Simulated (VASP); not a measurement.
A run of VASP 6.6.1 is set up as follows.

Contents of INCAR:

```
SYSTEM = CdS
PREC = Accurate
ENCUT = 600
EDIFF = 1E-6
ISMEAR = 0
SIGMA = 0.01
LREAL = .False.
LASPH = .True.
NELM = 60
ALGO = Normal
ISIF = 3
LWAVE = .False.
LCHARG = .False.
GGA = CA
IBRION = 2
NSW = 100
EDIFFG = -0.002
PSTRESS = 70.0
```

File KPOINTS:

```
regular mesh
0
Gamma
  8 8 8
  0 0 0
```

The input POSCAR:

```
CdS
1.0
    2.8782623155      2.8782623155      0.0000000000
   -2.8782623155      2.8782623155      0.0000000000
    0.0000000000      2.8782623155      2.8782623155
Cd S
1 1
Direct
    0.0000000000      0.0000000000      0.0000000000
    0.7500000000      0.2500000000      0.5000000000
```

Potentials or basis: VASP PAW LDA potentials, release 64 (Cd, S).

The run is started by

```console
$ cat potpaw_LDA.64/Cd/POTCAR potpaw_LDA.64/S/POTCAR > POTCAR
$ mpirun -np 1 vasp_std > vasp.out
```

Task: Estimate the relaxed cell.

Result: a = 3.967 Å, b = 3.967 Å, c = 3.967 Å, α = 60.00°, β = 60.00°, γ = 90.00°.

Task: What does it give for the band gap on the k mesh?

Result: 1.14 eV, direct.

The path:
```csv
step,energy change (eV),largest force (eV/Å),pressure (GPa),volume (Å³)
1,0.0000,0.0000,0.53,47.69
2,0.2625,0.0000,14.50,41.34
3,0.0768,0.0000,6.93,44.18
4,0.0798,0.0000,7.10,44.11
5,0.0762,0.0000,6.89,44.19
6,0.0781,0.0000,7.01,44.15
```

Caveat: the cell is relaxed towards a set pressure, so the enthalpy falls and the energy may rise. LDA usually gives volumes a few per cent too small.
